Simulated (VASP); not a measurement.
# Co (P6_3/mmc) in VASP: relaxation of cell and atoms with LDA

Aim: the relaxation of cell and atoms of Co with LDA.

Everything below comes from runs of VASP 6.6.1. Logs are shortened: lines on timing, memory, paths and dates and some standing lists are left out, and cuts for length are marked.

## Step 1: The cell of the first run

The structure is hexagonal, space group P6_3/mmc (No. 194). Conventional cell: a = 2.507 Å, b = 2.507 Å, c = 4.070 Å, α = 90.00°, β = 90.00°, γ = 120.00°. Co (site symmetry -6m2) has 12 Co at 2.50 to 2.51 Å within 3.3 Å.

## Step 2: Relaxation of cell and atoms, LDA, collinear spin, ferromagnetic start

File INCAR:

```
SYSTEM = Co
  PREC = Accurate
  ENCUT = 600
  EDIFF = 1E-6
  ISMEAR = 0
  SIGMA = 0.05
  LREAL = .FALSE.
  LASPH = .TRUE.
  NELM = 150
  ALGO = Normal
  ISIF = 3
  LWAVE = .FALSE.
  LCHARG = .FALSE.
  ISPIN = 2
  MAGMOM = 1.5 1.5
  LORBIT = 11
  LMAXMIX = 4
  IBRION = 2
  NSW = 80
  EDIFFG = -0.01
```

File KPOINTS:

```
regular mesh
0
G
  20 20 12
  0 0 0
```

File POSCAR:

```
Co
1.0
    2.5074000000      0.0000000000      0.0000000000
   -1.2537000000      2.1714720974      0.0000000000
    0.0000000000      0.0000000000      4.0699000000
Co
2
Direct
    0.3333333333      0.6666666667      0.2500000000
    0.6666666667      0.3333333333      0.7500000000
```

Potentials or basis: VASP PAW LDA potentials, release 64 (Co).

Launch:

```
$ cat potpaw_LDA.64/Co/POTCAR > POTCAR
$ mpirun -np 1 vasp_std > vasp.out
```

OUTCAR:

```text
SYSTEM = Co
   PREC = Accurate
   ENCUT = 600
   EDIFF = 1E-6
   ISMEAR = 0
   LREAL = .FALSE.
   LASPH = .TRUE.
   NELM = 150
   ISIF = 3
   ISPIN = 2
   LORBIT = 11
   IBRION = 2
   NSW = 80
   EDIFFG = -0.01

 ion  position               nearest neighbor table
   1  0.333  0.667  0.250-   2 2.50   2 2.50   2 2.50   2 2.50   2 2.50   2 2.50
   2  0.667  0.333  0.750-   1 2.50   1 2.50   1 2.50   1 2.50   1 2.50   1 2.50

  LATTYP: Found a hexagonal cell.
 ALAT       =     2.5074000000
 C/A-ratio  =     1.6231554598

  Lattice vectors:

 A1 = (   2.5074000000,   0.0000000000,   0.0000000000)
 A2 = (  -1.2537000000,   2.1714720974,   0.0000000000)
 A3 = (   0.0000000000,   0.0000000000,   4.0699000000)

Analysis of symmetry for initial positions (statically):
=====================================================================
 Subroutine PRICEL returns:
 Original cell was already a primitive cell.

 Routine SETGRP: Setting up the symmetry group for a
 hexagonal supercell.

 Subroutine GETGRP returns: Found 24 space group operations
 (whereof 12 operations were pure point group operations)
 out of a pool of 24 trial point group operations.

The static configuration has the point symmetry D_3d.
 The point group associated with its full space group is D_6h.

Analysis of symmetry for dynamics (positions and initial velocities):
=====================================================================
 Subroutine PRICEL returns:
 Original cell was already a primitive cell.

 Routine SETGRP: Setting up the symmetry group for a
 hexagonal supercell.

 Subroutine GETGRP returns: Found 24 space group operations
 (whereof 12 operations were pure point group operations)
 out of a pool of 24 trial point group operations.

The dynamic configuration has the point symmetry D_3d.
 The point group associated with its full space group is D_6h.

Analysis of structural, dynamic, and magnetic symmetry:
=====================================================================
 Subroutine PRICEL returns:
 Original cell was already a primitive cell.

 Routine SETGRP: Setting up the symmetry group for a
 hexagonal supercell.

 Subroutine GETGRP returns: Found 24 space group operations
 (whereof 12 operations were pure point group operations)
 out of a pool of 24 trial point group operations.

The overall configuration has the point symmetry D_3d.
 The point group associated with its full space group is D_6h.

 Subroutine INISYM returns: Found 24 space group operations
 (whereof 12 operations are pure point group operations),
 and found     1 'primitive' translations

----------------------------------------------------------------------------------------

                                     Primitive cell

  volume of cell :      22.1596

  direct lattice vectors                    reciprocal lattice vectors
[... 103 lines left out ...]
   EFERMI_NEDOS =   21; number of points for ismear=-14 and -15
   IALGO  =     38    algorithm
   IMIX   =      4    mixing-type and parameters
     AMIX     =   0.40;   BMIX     =  1.00
     AMIX_MAG =   1.60;   BMIX_MAG =  1.00
  volume/ion in A,a.u.               =      11.08        74.77
  Fermi-wavevector in a.u.,A,eV,Ry     =   1.527490  2.886538 31.745475  2.333227
  Thomas-Fermi vector in A             =   2.635379
   LORBIT       =     11    0 simple, 1 ext, 2 COOP (PROOUT), +10 PAW based schemes
   GGA     = CA    functional components
   LHFCALC =     F    Hartree Fock is set to
   AEXX    =    0.0000 exact exchange contribution
   IVDW    =     0    specifies the selected vdW correction
   LEPSILON=     F    determine dielectric tensor
   LRPA    =     F    only Hartree local field effects (RPA)
 conjugate gradient relaxation of ions
 spin polarized calculation
 Gauss-broadening in eV      SIGMA  =   0.05
  energy-cutoff  :      600.00
  volume of cell :       22.16
 maximum number of plane-waves:       766
 NGX is ok and might be reduce to    20
   NGX =  9   NGY =  9   NGZ = 17

--------------------------------------- Ionic step        1  -------------------------------------------

 number of electron      17.9999999 magnetization       3.1437151

 Free energy of the ion-electron system (eV)
  ---------------------------------------------------
  ext. energy  EPLUGINS =         0.00000000
  ---------------------------------------------------
  free energy    TOTEN  =       -16.08114971 eV

  energy without entropy =      -16.07896599  energy(sigma->0) =      -16.08005785

 E-fermi :   9.5843     XC(G=0): -13.6148

 val. band max:        9.5808050260   @ k =   0.1000   0.0000   0.2500
 cond. band min:       9.5883022220   @ k =   0.3000   0.2000   0.4167
 fundamental gap:      0.0074971959
 Fermi energy:         9.5843322618

 spin component 1

 k-point     1 :       0.0000    0.0000    0.0000
  band No.  band energies     occupation
      1       0.8258      1.00000
      2       4.6475      1.00000
      3       7.1511      1.00000
      4       7.2013      1.00000
      5       7.2013      1.00000
      6       7.5034      1.00000
      7       7.5034      1.00000
      8       7.8641      1.00000
      9       7.8641      1.00000
     10       8.9355      1.00000
     11       8.9355      1.00000
     12       9.5091      0.98338
[... 1140 lines left out ...]
--------------------------------------- Ionic step        9  -------------------------------------------

 number of electron      18.0000007 magnetization       2.9746027

 Free energy of the ion-electron system (eV)
  ---------------------------------------------------
  ext. energy  EPLUGINS =         0.00000000
  ---------------------------------------------------
  free energy    TOTEN  =       -16.25369992 eV

  energy without entropy =      -16.25185392  energy(sigma->0) =      -16.25277692

 E-fermi :  11.1560     XC(G=0): -14.2440

 val. band max:       11.1541623479   @ k =   0.2000   0.1500   0.3333
 cond. band min:      11.1640860282   @ k =   0.3500   0.2000   0.4167
 fundamental gap:      0.0099236803
 Fermi energy:        11.1559950083

 spin component 1

 k-point     1 :       0.0000    0.0000    0.0000
  band No.  band energies     occupation
      1       1.7654      1.00000
      2       5.7026      1.00000
      3       8.6007      1.00000
      4       8.6093      1.00000
      5       8.6093      1.00000
      6       8.9808      1.00000
      7       8.9808      1.00000
      8       9.3774      1.00000
      9       9.3774      1.00000
     10      10.6703      1.00000
     11      10.6703      1.00000
     12      11.1088      0.90882
[... 882 lines left out ...]
  FREE ENERGIE OF THE ION-ELECTRON SYSTEM (eV)
  ---------------------------------------------------
  free  energy   TOTEN  =       -16.2536999203 eV

  energy  without entropy=      -16.2518539210  energy(sigma->0) =      -16.25277692

 reached required accuracy - stopping structural energy minimisation

 total charge

# of ion       s       p       d       tot
------------------------------------------
    1        0.525   0.593   7.343   8.461
    2        0.525   0.593   7.343   8.461
--------------------------------------------------
tot          1.050   1.186  14.685  16.922

 magnetization (x)

# of ion       s       p       d       tot
------------------------------------------
    1       -0.013  -0.039   1.532   1.480
    2       -0.013  -0.039   1.532   1.480
--------------------------------------------------
tot         -0.027  -0.077   3.063   2.960
```

OSZICAR:

```text
N       E                     dE             d eps       ncg     rms          rms(c)
DAV:   1     0.857327622943E+02    0.85733E+02   -0.91078E+03 18776   0.177E+03
DAV:   2    -0.160289034383E+02   -0.10176E+03   -0.94355E+02 18501   0.269E+02
[... 78 lines left out ...]
       N       E                     dE             d eps       ncg     rms          rms(c)
DAV:   1    -0.162538222507E+02   -0.13683E-03   -0.23261E-03 20867   0.695E-01    0.849E-02
DAV:   2    -0.162537249163E+02    0.97334E-04   -0.38084E-04 22218   0.420E-01    0.483E-02
DAV:   3    -0.162537058747E+02    0.19042E-04   -0.45254E-05 21630   0.140E-01    0.267E-02
DAV:   4    -0.162537014996E+02    0.43751E-05   -0.20121E-06 17002   0.155E-02    0.872E-03
DAV:   5    -0.162536999461E+02    0.15535E-05   -0.10823E-06  9882   0.127E-02    0.161E-03
DAV:   6    -0.162536999203E+02    0.25771E-07   -0.40083E-07  9380   0.105E-02
   9 F= -.16253700E+02 E0= -.16252777E+02  d E =-.331130E-04  mag=     2.9746
```

CONTCAR:

```text
Co
   1.00000000000000
     2.4261955173775989   -0.0000000000000000    0.0000000000000000
    -1.2130977586887994    2.1011469525526199   -0.0000000000000000
     0.0000000000000000    0.0000000000000000    3.9093599351879562
  Co
     2
Direct
     0.3333333332999970    0.6666666667000030    0.2500000000000000
     0.6666666667000030    0.3333333332999970    0.7500000000000000

  0.00000000E+00  0.00000000E+00  0.00000000E+00
  0.00000000E+00  0.00000000E+00  0.00000000E+00
```

It took 22 min on 1 thread of Oxide Virtual Turin-like, shared host; peak memory 0.27 GiB.

Results:

```
Free energy                                           : -16.2537 eV
Relaxed volume                                        : 9.96 Å³/atom
Relaxed cell                                          : a = 2.426 Å, b = 2.426 Å, c = 3.909 Å, α = 90.00°, β = 90.00°, γ = 120.00°
Space group after relaxing (to 0.1 Å)                 : P6_3/mmc (No. 194)
Energy gained by relaxing                             : 86.3 meV/atom
Ionic steps                                           : 9
Pressure after relaxing                               : 0.0 GPa
Net moment                                            : 2.97 μB per cell
Site moments                                          : Co +1.48 μB
Valence electrons inside the program's atomic spheres : Co 8.46
```

The path:
```csv
step,energy change (eV),largest force (eV/Å),pressure (GPa),volume (Å³)
1,0.0000,0.0000,-22.38,22.16
2,0.1171,0.0000,41.50,17.56
3,-0.1719,0.0000,-1.31,20.03
4,-0.1723,0.0000,-0.06,19.94
5,-0.1722,0.0000,0.46,19.89
6,-0.1725,0.0000,-0.50,19.97
7,-0.1725,0.0000,-0.31,19.95
8,-0.1725,0.0000,0.18,19.92
9,-0.1726,0.0000,0.02,19.93
```

Final structure:
```cif
data_structure
_symmetry_space_group_name_H-M 'P 1'
_symmetry_Int_Tables_number 1
_cell_length_a 2.4262
_cell_length_b 2.4262
_cell_length_c 3.9094
_cell_angle_alpha 90.000
_cell_angle_beta 90.000
_cell_angle_gamma 120.000
_cell_volume 19.93
loop_
_atom_site_label
_atom_site_type_symbol
_atom_site_fract_x
_atom_site_fract_y
_atom_site_fract_z
_atom_site_occupancy
Co1 Co 0.33333 0.66667 0.25000 1
Co2 Co 0.66667 0.33333 0.75000 1
```

Levels at points of the mesh, in eV from the Fermi level:
Spin up:
```csv
k point,band 6,band 7,band 8,band 9,band 10,band 11,band 12,band 13,band 14,band 15
"(0.00, 0.00, 0.00)",-2.18,-2.18,-1.78,-1.78,-0.49,-0.49,-0.05,7.31,22.67,26.03
"(0.50, 0.00, 0.00)",-2.45,-2.08,-0.35,-0.21,-0.17,1.69,3.87,10.45,11.19,13.70
"(0.00, 0.00, 0.50)",-2.63,-2.63,-2.63,-0.84,-0.84,-0.84,-0.84,16.17,16.17,23.44
"(0.50, 0.00, 0.50)",-1.63,-0.83,-0.83,-0.24,-0.24,1.81,1.81,8.16,8.16,19.44
```
Spin down:
```tsv
k point	band 5	band 6	band 7	band 8	band 9	band 10
(0.00, 0.00, 0.00)	-1.18	-0.77	-0.77	-0.32	-0.32	0.13
(0.50, 0.00, 0.00)	-1.38	-1.20	-0.75	1.22	1.38	1.41
(0.00, 0.00, 0.50)	-1.26	-1.26	-1.26	-1.26	0.69	0.69
(0.50, 0.00, 0.50)	-0.18	-0.18	0.31	0.31	1.33	1.33
```

LDA usually gives volumes a few per cent too small. Zero-point motion and thermal expansion aren't in these numbers.
